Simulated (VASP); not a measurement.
# CdTe in VASP: settings compared

The runs below take CdTe through single point, with PBE, LDA, PBEsol.

All numbers are computed with VASP 6.6.1; they aren't measurements. Logs are shortened: lines on timing, memory, paths and dates and some standing lists are left out, and cuts for length are marked.

## (1) The cell of the first run

The cell holds a sheet with vacuum, 2 atoms: a = 3.038 Å, b = 3.038 Å, c = 31.570 Å, α = 90.00°, β = 90.00°, γ = 90.00°.

## (2) Single point, PBE

INCAR reads:

```
SYSTEM = CdTe
  ALGO = Normal
  EDIFF = 1E-7
  ENCUT = 520
  GGA = PE
  ISIF = 2
  ISMEAR = -1
  LASPH = .TRUE.
  LCHARG = .FALSE.
  LREAL = .FALSE.
  LWAVE = .FALSE.
  NBANDS = 16
  NELM = 100
  PREC = Accurate
  SIGMA = 0.05
```

KPOINTS reads:

```
k-points
0
G
  9 9 1
  0 0 0
```

POSCAR reads:

```
CdTe
1.0
    3.0380000000      0.0000000000      0.0000000000
    0.0000000000      3.0380000000      0.0000000000
    0.0000000000      0.0000000000     31.5700000000
Cd Te
1 1
Direct
    0.0000000000      0.0000000000      0.2383800000
    0.5000000000      0.5000000000      0.3317800000
```

Potentials or basis: VASP PAW PBE potentials, release 64 (Cd, Te).

The run is started by

```bash
$ cat potpaw_PBE.64/Cd/POTCAR potpaw_PBE.64/Te/POTCAR > POTCAR
$ mpirun -np 1 vasp_std > vasp.out
```

OUTCAR:

```text
SYSTEM = CdTe
   EDIFF = 1E-7
   ENCUT = 520
   GGA = PE
   ISIF = 2
   ISMEAR = -1
   LASPH = .TRUE.
   LREAL = .FALSE.
   NELM = 100
   PREC = Accurate

 ion  position               nearest neighbor table
   1  0.000  0.000  0.238-   2 3.65   2 3.65   2 3.65   2 3.65
   2  0.500  0.500  0.332-   1 3.65   1 3.65   1 3.65   1 3.65

  LATTYP: Found a simple tetragonal cell.
 ALAT       =     3.0380000000
 C/A-ratio  =    10.3917050691

  Lattice vectors:

 A1 = (   3.0380000000,   0.0000000000,   0.0000000000)
 A2 = (   0.0000000000,   3.0380000000,   0.0000000000)
 A3 = (   0.0000000000,   0.0000000000,  31.5700000000)

Analysis of symmetry for initial positions (statically):
=====================================================================
 Subroutine PRICEL returns:
 Original cell was already a primitive cell.

 Routine SETGRP: Setting up the symmetry group for a
 simple tetragonal supercell.

 Subroutine GETGRP returns: Found  8 space group operations
 (whereof  8 operations were pure point group operations)
 out of a pool of 16 trial point group operations.

The static configuration has the point symmetry C_4v.

Analysis of symmetry for dynamics (positions and initial velocities):
=====================================================================
 Subroutine PRICEL returns:
 Original cell was already a primitive cell.

 Routine SETGRP: Setting up the symmetry group for a
 simple tetragonal supercell.

 Subroutine GETGRP returns: Found  8 space group operations
 (whereof  8 operations were pure point group operations)
 out of a pool of 16 trial point group operations.

The dynamic configuration has the point symmetry C_4v.

 Subroutine INISYM returns: Found  8 space group operations
 (whereof  8 operations are pure point group operations),
 and found     1 'primitive' translations

----------------------------------------------------------------------------------------

                                     Primitive cell

  volume of cell :     291.3735

  direct lattice vectors                    reciprocal lattice vectors
     3.038000000  0.000000000  0.000000000     0.329163924  0.000000000  0.000000000
     0.000000000  3.038000000  0.000000000     0.000000000  0.329163924  0.000000000
     0.000000000  0.000000000 31.570000000     0.000000000  0.000000000  0.031675641

  length of vectors
     3.038000000  3.038000000 31.570000000     0.329163924  0.329163924  0.031675641

  position of ions in fractional coordinates (direct lattice)
     0.000000000  0.000000000  0.238380000
     0.500000000  0.500000000  0.331780000

  ion indices of the primitive-cell ions
   primitive index   ion index
                 1           1
                 2           2

----------------------------------------------------------------------------------------

 KPOINTS: k-points

Automatic generation of k-mesh.
 Grid dimensions read from file:
 generate k-points for:    9    9    1

 Generating k-lattice:

  Cartesian coordinates                     Fractional coordinates (reciprocal lattice)
     0.036573769  0.000000000  0.000000000     0.111111111  0.000000000  0.000000000
     0.000000000  0.036573769  0.000000000     0.000000000  0.111111111  0.000000000
     0.000000000  0.000000000  0.031675641     0.000000000  0.000000000  1.000000000

  Length of vectors
     0.036573769  0.036573769  0.031675641

  Shift w.r.t. Gamma in fractional coordinates (k-lattice)
     0.000000000  0.000000000  0.000000000

 Subroutine IBZKPT returns following result:
 ===========================================

 Found     15 irreducible k-points:

 Following reciprocal coordinates:
            Coordinates               Weight
  0.000000  0.000000  0.000000      1.000000
  0.111111  0.000000  0.000000      4.000000
  0.222222  0.000000  0.000000      4.000000
  0.333333  0.000000  0.000000      4.000000
  0.444444  0.000000  0.000000      4.000000
  0.111111  0.111111  0.000000      4.000000
  0.222222  0.111111  0.000000      8.000000
  0.333333  0.111111  0.000000      8.000000
  0.444444  0.111111  0.000000      8.000000
  0.222222  0.222222  0.000000      4.000000
  0.333333  0.222222  0.000000      8.000000
  0.444444  0.222222  0.000000      8.000000
  0.333333  0.333333  0.000000      4.000000
  0.444444  0.333333  0.000000      8.000000
  0.444444  0.444444  0.000000      4.000000
   k-points           NKPTS =     15   k-points in BZ     NKDIM =     15   number of bands    NBANDS=     16
   number of dos      NEDOS =    301   number of ions     NIONS =      2
   total plane-waves  NPLWV = 138240
   dimension x,y,z NGX =    24 NGY =   24 NGZ =  240
   dimension x,y,z NGXF=    48 NGYF=   48 NGZF=  480
   ions per type =               1   1
   NGX,Y,Z   is equivalent  to a cutoff of  13.13, 13.13, 12.64 a.u.
   NGXF,Y,Z  is equivalent  to a cutoff of  26.27, 26.27, 25.28 a.u.
 SYSTEM =  CdTe
   PREC   = accura    normal or accurate (medium, high low for compatibility)
   ISTART =      0    job   : 0-new  1-cont  2-samecut
   ICHARG =      2    charge: 1-file 2-atom 10-const
   ISPIN  =      1    spin polarized calculation?
   LNONCOLLINEAR =      F non collinear calculations
   LSORBIT =      F    spin-orbit coupling
   LASPH  =      T    aspherical Exc in radial PAW
   ENCUT  =  520.0 eV  38.22 Ry    6.18 a.u.   5.65  5.65 58.70*2*pi/ulx,y,z
   NELM   =    100;   NELMIN=  2; NELMDL= -5     # of ELM steps
   EDIFF  = 0.1E-06   stopping-criterion for ELM
   LREAL  =      F    real-space projection
   EDIFFG = 0.1E-05   stopping-criterion for IOM
   NSW    =      0    number of steps for IOM
   IBRION =     -1    ionic relax: 0-MD 1-quasi-New 2-CG
   NFREE  =      0    steps in history (QN), initial steepest desc. (CG)
   ISIF   =      2    stress and relaxation
   ISYM   =      2    0-nonsym 1-usesym 2-fastsym
   POTIM  = 0.5000    time-step for ionic-motion
   TEBEG  =    0.0;   TEEND  =   0.0 temperature during run
   PSTRESS=    0.0 pullay stress
   NELECT =      18.0000    total number of electrons
   NUPDOWN=      -1.0000    fix difference up-down
   EMIN   =  10.00;   EMAX   =-10.00  energy-range for DOS
   EFERMI =   0.00;   METHOD = LEGACY
   ISMEAR =    -1;   SIGMA  =   0.05  broadening in eV -4-tet -1-fermi 0-gaus
   EFERMI_NEDOS =   21; number of points for ismear=-14 and -15
   IALGO  =     38    algorithm
   IMIX   =      4    mixing-type and parameters
     AMIX     =   0.40;   BMIX     =  1.00
     AMIX_MAG =   1.60;   BMIX_MAG =  1.00
  volume/ion in A,a.u.               =     145.69       983.14
  Fermi-wavevector in a.u.,A,eV,Ry     =   0.647166  1.222966  5.698442  0.418824
  Thomas-Fermi vector in A             =   1.715385
   LORBIT       =      0    0 simple, 1 ext, 2 COOP (PROOUT), +10 PAW based schemes
   GGA     = PE    functional components
   LHFCALC =     F    Hartree Fock is set to
   AEXX    =    0.0000 exact exchange contribution
   IVDW    =     0    specifies the selected vdW correction
   LEPSILON=     F    determine dielectric tensor
   LRPA    =     F    only Hartree local field effects (RPA)
 non-spin polarized calculation
  energy-cutoff  :      520.00
  volume of cell :      291.37
 maximum number of plane-waves:      7888
 NGX is ok and might be reduce to    24
   NGX = 11   NGY = 11   NGZ =117

 number of electron      17.9999992 magnetization

 Free energy of the ion-electron system (eV)
  ---------------------------------------------------
  ext. energy  EPLUGINS =         0.00000000
  ---------------------------------------------------
  free energy    TOTEN  =        -3.58175586 eV

  energy without entropy =       -3.57525839  energy(sigma->0) =       -3.57850713

 E-fermi :  -2.7336     XC(G=0):  -2.3021

 val. band max:       -2.8871470475   @ k =   0.3333   0.2222   0.0000
 cond. band min:      -2.7046204637   @ k =   0.3333   0.3333   0.0000
 fundamental gap:      0.1825265838
 Fermi energy:        -2.7336380463

 k-point     1 :       0.0000    0.0000    0.0000
  band No.  band energies     occupation
      1     -15.9010      2.00000
      2     -11.7363      2.00000
      3     -11.4088      2.00000
      4     -10.7538      2.00000
      5     -10.7538      2.00000
      6     -10.5693      2.00000
[... 8 lines left out ...]
     15       2.2974      0.00000
     16       2.5473      0.00000

 k-point     2 :       0.1111    0.0000    0.0000
  band No.  band energies     occupation
      1     -15.7223      2.00000
      2     -11.6766      2.00000
      3     -11.3432      2.00000
      4     -10.8184      2.00000
      5     -10.7487      2.00000
      6     -10.6109      2.00000
[... 8 lines left out ...]
     15       2.4928      0.00000
     16       2.7472      0.00000

 k-point     3 :       0.2222    0.0000    0.0000
  band No.  band energies     occupation
      1     -15.2033      2.00000
      2     -11.5808      2.00000
      3     -11.1321      2.00000
      4     -10.9717      2.00000
      5     -10.7357      2.00000
      6     -10.7145      2.00000
[... 8 lines left out ...]
     15       2.8444      0.00000
     16       3.1600      0.00000

 k-point     4 :       0.3333    0.0000    0.0000
  band No.  band energies     occupation
      1     -14.4267      2.00000
      2     -11.5163      2.00000
      3     -11.1311      2.00000
      4     -10.8719      2.00000
      5     -10.8295      2.00000
      6     -10.7207      2.00000
[... 8 lines left out ...]
     15       3.6097      0.00000
     16       3.8221      0.00000
[... 153 lines left out ...]
 k-point    13 :       0.3333    0.3333    0.0000
  band No.  band energies     occupation
      1     -12.9339      2.00000
      2     -11.2530      2.00000
      3     -11.0655      2.00000
      4     -11.0612      2.00000
      5     -10.8492      2.00000
      6     -10.7008      2.00000
[... 8 lines left out ...]
     15       4.5564      0.00000
     16       4.9512      0.00000

 k-point    14 :       0.4444    0.3333    0.0000
  band No.  band energies     occupation
      1     -12.1867      2.00000
      2     -11.3474      2.00000
      3     -11.1365      2.00000
      4     -11.0548      2.00000
      5     -10.8223      2.00000
      6     -10.4941      2.00000
[... 8 lines left out ...]
     15       4.7499      0.00000
     16       5.4309      0.00000

 k-point    15 :       0.4444    0.4444    0.0000
  band No.  band energies     occupation
      1     -11.5957      2.00000
      2     -11.2830      2.00000
      3     -11.1517      2.00000
      4     -11.0847      2.00000
      5     -10.7471      2.00000
      6     -10.3029      2.00000
[... 8 lines left out ...]
     15       4.7349      0.00000
     16       4.8995      0.00000

------------------------ aborting loop because EDIFF is reached ----------------------------------------

  FORCE on cell =-STRESS in cart. coord.  units (eV):
  Direction    XX          YY          ZZ          XY          YZ          ZX
  --------------------------------------------------------------------------------------
  -------------------------------------------------------------------------------------
  Total        0.6187385      0.6187385      0.3313053      0.0000000      0.0000000      0.0000000
  in kB        3.4022609      3.4022609      1.8217504      0.0000000      0.0000000      0.0000000
  external PRESSURE =       2.8754241 kB  Pullay stress =       0.0000000 kB

 VOLUME and BASIS-vectors are now :
 -----------------------------------------------------------------------------
  energy-cutoff  :      520.00
  volume of cell :      291.37
      direct lattice vectors                 reciprocal lattice vectors
     3.038000000  0.000000000  0.000000000     0.329163924  0.000000000  0.000000000
     0.000000000  3.038000000  0.000000000     0.000000000  0.329163924  0.000000000
     0.000000000  0.000000000 31.570000000     0.000000000  0.000000000  0.031675641

 POSITION                                       TOTAL-FORCE (eV/Angst)
 -----------------------------------------------------------------------------------
      0.00000      0.00000      7.52566        -0.000000      0.000000     -0.113447
      1.51900      1.51900     10.47429         0.000000      0.000000      0.113447
 -----------------------------------------------------------------------------------
    total drift:                               -0.000000      0.000000     -0.000039

  FREE ENERGIE OF THE ION-ELECTRON SYSTEM (eV)
  ---------------------------------------------------
  free  energy   TOTEN  =        -3.5817558625 eV

  energy  without entropy=       -3.5752583883  energy(sigma->0) =       -3.57850713
```

Wall time 1.9 min (1 thread of Intel Xeon Platinum 8259CL at 2.50GHz (Skylake/Cascade Lake), shared host); peak memory 0.39 GiB.

What came out:

```
Free energy            : -3.5818 eV
Largest force          : 0.113 eV/Å
Band gap on the k mesh : zero (bands 9 and 10 overlap by 2.24 eV)
```

Forces in eV/Å, atoms in the order of the input:
```
Cd   0.000  0.000 -0.113
Te   0.000  0.000  0.113
```

Caveat: spin-orbit coupling is left out, which moves the levels of the heavy elements.

## (3) Single point, PBE

INCAR reads:

```
SYSTEM = CdTe
PREC = Accurate
ENCUT = 520
EDIFF = 1E-6
ISMEAR = -1
SIGMA = 0.05
LREAL = .FALSE.
LASPH = .TRUE.
NELM = 60
ALGO = Normal
ISIF = 2
LWAVE = .FALSE.
LCHARG = .FALSE.
LDIPOL = .TRUE.
IDIPOL = 3
DIPOL = 0.5 0.5 0.285
GGA = PE
NBANDS = 16
```

KPOINTS reads:

```
Automatic mesh
0
G
  9 9 1
  0 0 0
```

POSCAR is that of step 2.

Potentials or basis: VASP PAW PBE potentials, release 64 (Cd, Te).

The run is started by

```bash
$ cat potpaw_PBE.64/Cd/POTCAR potpaw_PBE.64/Te/POTCAR > POTCAR
$ mpirun -np 1 vasp_std > vasp.out
```

Run time: 89 s. Hardware: 1 thread of Intel Xeon Platinum 8259CL at 2.50GHz (Skylake/Cascade Lake), shared host; peak memory 0.4 GiB.

Results (log left out):

| Quantity | Value |
| --- | --- |
| Free energy | -3.5812 eV |
| Largest force | 0.111 eV/Å |
| Band gap on the k mesh | zero (bands 9 and 10 overlap by 2.23 eV) |

Forces on the atoms (eV/Å):
```
Cd   0.000  0.000 -0.111
Te   0.000  0.000  0.111
```

Levels at points of the mesh, in eV from the Fermi level:
| k point | band 7 | band 8 | band 9 | band 10 | band 11 | band 12 |
| --- | --- | --- | --- | --- | --- | --- |
| (0.00, 0.00, 0.00) | -5.71 | -2.90 | 1.60 | 2.88 | 2.88 | 3.94 |

Caveat: spin-orbit coupling is left out, which moves the levels of the heavy elements.

## (4) Single point, LDA

INCAR reads:

```
PREC = Accurate
ENCUT = 520
EDIFF = 1E-6
ISMEAR = -1
SIGMA = 0.05
LREAL = False
LASPH = True
NELM = 60
ALGO = Normal
ISIF = 2
LWAVE = False
LCHARG = True
LDIPOL = True
IDIPOL = 3
DIPOL = 0.5 0.5 0.285
GGA = CA
LELF = True
LVHAR = True
LVACPOTAV = True
NBANDS = 16
```

KPOINTS reads:

```
Automatic mesh
0
Gamma
  9 9 1
```

POSCAR is that of step 3.

Potentials or basis: VASP PAW LDA potentials, release 64 (Cd, Te).

The run is started by

```bash
$ cat potpaw_LDA.64/Cd/POTCAR potpaw_LDA.64/Te/POTCAR > POTCAR
$ mpirun -np 1 vasp_std > vasp.out
```

It took 76 s on 1 thread of Intel Xeon Platinum 8259CL at 2.50GHz (Skylake/Cascade Lake), shared host; peak memory 0.32 GiB.

Results (log left out):

```yaml
Free_energy: -4.7104 eV
Largest_force: 0.101 eV/Å
Band_gap_on_the_k_mesh: zero (bands 9 and 10 overlap by 2.25 eV)
Work_function_of_the_upper_face: 5.11 eV
Work_function_of_the_lower_face: 4.44 eV
```

Forces on the atoms (eV/Å):
```
Cd   0.000  0.000  0.101
Te   0.000  0.000 -0.101
```

Levels at points of the mesh, in eV from the Fermi level:
```tsv
k point	band 6	band 7	band 8	band 9	band 10	band 11	band 12	band 13
(0.00, 0.00, 0.00)	-7.74	-5.73	-2.88	1.61	2.85	2.85	4.23	4.60
```

Caveat: spin-orbit coupling is left out, which moves the levels of the heavy elements.

## (5) Single point, PBEsol

INCAR reads:

```
SYSTEM = CdTe
PREC     = Accurate       ! precision mode
ENCUT    = 520            ! plane-wave cutoff, eV
EDIFF    = 1E-6           ! SCF threshold, eV
ISMEAR   = -1             ! smearing method
SIGMA    = 0.05           ! smearing width, eV
LREAL    = .False.        ! projectors in reciprocal space
LASPH    = .True.         ! aspherical terms in the spheres
NELM     = 100            ! most SCF steps
ALGO     = Normal         ! electronic algorithm
ISIF     = 2              ! what is computed and relaxed
LWAVE    = .False.        ! write WAVECAR
LCHARG   = .False.        ! write CHGCAR
LDIPOL   = .True.       
IDIPOL   = 3            
DIPOL    = 0.5 0.5 0.285
GGA      = PS             ! functional
NBANDS   = 16             ! bands
```

KPOINTS reads:

```
regular mesh
0
Gamma
  9 9 1
  0 0 0
```

POSCAR is that of step 4.

Potentials or basis: VASP PAW PBE potentials, release 64 (Cd, Te).

The run is started by

```bash
$ cat potpaw_PBE.64/Cd/POTCAR potpaw_PBE.64/Te/POTCAR > POTCAR
$ mpirun -np 1 vasp_std > vasp.out
```

Run time: 1.9 min. Hardware: 1 thread of Intel Xeon Platinum 8259CL at 2.50GHz (Skylake/Cascade Lake), shared host; peak memory 0.39 GiB.

It converged, with:

```
Free energy            : -4.2469 eV
Largest force          : 0.039 eV/Å
Band gap on the k mesh : zero (bands 9 and 10 overlap by 2.28 eV)
```

Forces in eV/Å, atoms in the order of the input:
```
Cd   0.000  0.000  0.039
Te   0.000  0.000 -0.039
```

Levels at points of the mesh, in eV from the Fermi level:
```tsv
k point	band 7	band 8	band 9	band 10	band 11	band 12
(0.00, 0.00, 0.00)	-5.73	-2.90	1.63	2.88	2.88	4.07
```

Caveat: the PAW data sets were made with another functional, which shifts forces and pressure a little; spin-orbit coupling is left out, which moves the levels of the heavy elements.

## (6) Overview

```tsv
level	potentials or basis	dipole correction	gap on the mesh (eV)	largest force (eV/Å)
PBE	VASP PAW PBE potentials, release 64 (Cd, Te)	no	none	0.11
PBE	VASP PAW PBE potentials, release 64 (Cd, Te)	yes	none	0.11
LDA	VASP PAW LDA potentials, release 64 (Cd, Te)	yes	none	0.10
PBEsol	VASP PAW PBE potentials, release 64 (Cd, Te)	yes	none	0.04
```

Alike in all rows: task single point; no spin polarisation; cell as given; k mesh 9 × 9 × 1; cutoff (eV) 520; smearing fermi-dirac 0.05 eV.

Caveats: spin-orbit coupling is left out, which moves the levels of the heavy elements; the PAW data sets were made with another functional, which shifts forces and pressure a little (at least some runs).

Total energies depend on the potentials used, so only differences within one code and one set of settings carry meaning.
